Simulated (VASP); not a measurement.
A run of VASP 6.6.1 is set up as follows.

INCAR

```
  ALGO = Normal
  EDIFF = 1E-6
  ENCUT = 520
  GGA = PS
  ISIF = 2
  ISMEAR = -1
  LASPH = T
  LCHARG = T
  LELF = T
  LREAL = F
  LVHAR = T
  LWAVE = F
  NBANDS = 24
  NELM = 80
  PREC = Accurate
  SIGMA = 0.05
```

File KPOINTS:

```
k-points
0
Gamma
  9 9 5
```

POSCAR

```
SrO
1.0
    3.5294398006      0.0000000000      0.0000000000
   -1.7647199003      3.0565845284      0.0000000000
    0.0000000000      0.0000000000      6.1755758504
Sr O
2 2
Direct
    0.6666666667      0.3333333333      0.7500000000
    0.3333333333      0.6666666667      0.2500000000
    0.0000000000      0.0000000000      0.5000000000
    0.0000000000      0.0000000000      0.0000000000
```

Potentials or basis: VASP PAW PBE potentials, release 64 (Sr_sv, O).

Launch:

```bash
$ cat potpaw_PBE.64/Sr_sv/POTCAR potpaw_PBE.64/O/POTCAR > POTCAR
$ mpirun -np 1 vasp_std > vasp.out
```

(1) What does it give for the band gap on the k mesh?

(2) Estimate the pressure.

## Answers

(1) 2.99 eV, indirect (least direct gap 3.04 eV).

(2) -0.1 GPa.

Caveat: the PAW data sets were made with another functional, which shifts forces and pressure a little.
